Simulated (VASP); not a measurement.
Here is a VASP 6.6.1 calculation.

The input INCAR:

```
SYSTEM = BiAsS
ALGO = Normal
EDIFF = 1E-6
ENCUT = 520
GGA = PE
ISIF = 2
ISMEAR = 0
LASPH = .TRUE.
LCHARG = .FALSE.
LREAL = .FALSE.
LWAVE = .FALSE.
NBANDS = 20
NELM = 60
PREC = Accurate
SIGMA = 0.1
```

Contents of KPOINTS:

```
k-points
0
G
  4 4 4
  0 0 0
```

Contents of POSCAR:

```
BiAsS
1.0
    4.1274625100      0.0000000000      0.0000000000
    0.0000000000      4.1704095400      0.0000000000
    0.0000000000      0.0000000000      4.2574245900
Bi As S
1 1 1
Direct
    0.0000000000      0.0000000000      0.0000000000
    0.5000000000      0.5000000000      0.5000000000
    0.5000000000      0.5000000000      0.0000000000
```

Potentials or basis: VASP PAW PBE potentials, release 64 (Bi_d, As, S).

Launch:

```sh
$ cat potpaw_PBE.64/Bi_d/POTCAR potpaw_PBE.64/As/POTCAR potpaw_PBE.64/S/POTCAR > POTCAR
$ mpirun -np 1 vasp_std > vasp.out
```

Question: What does it give for the pressure?

Answer: 10.2 GPa.

Question: What does it give for the band gap on the k mesh?

Answer: Zero (band 13 reaches 8.05 eV, above the bottom of band 14 at 5.77 eV).

Stress tensor (GPa, compression positive):
```
 1.83  0.00  0.00
 0.00  2.51  0.00
 0.00  0.00 26.16
```

Caveat: the k points lie up to 0.38 Å⁻¹ apart; spin-orbit coupling is left out, which moves the levels of the heavy elements.
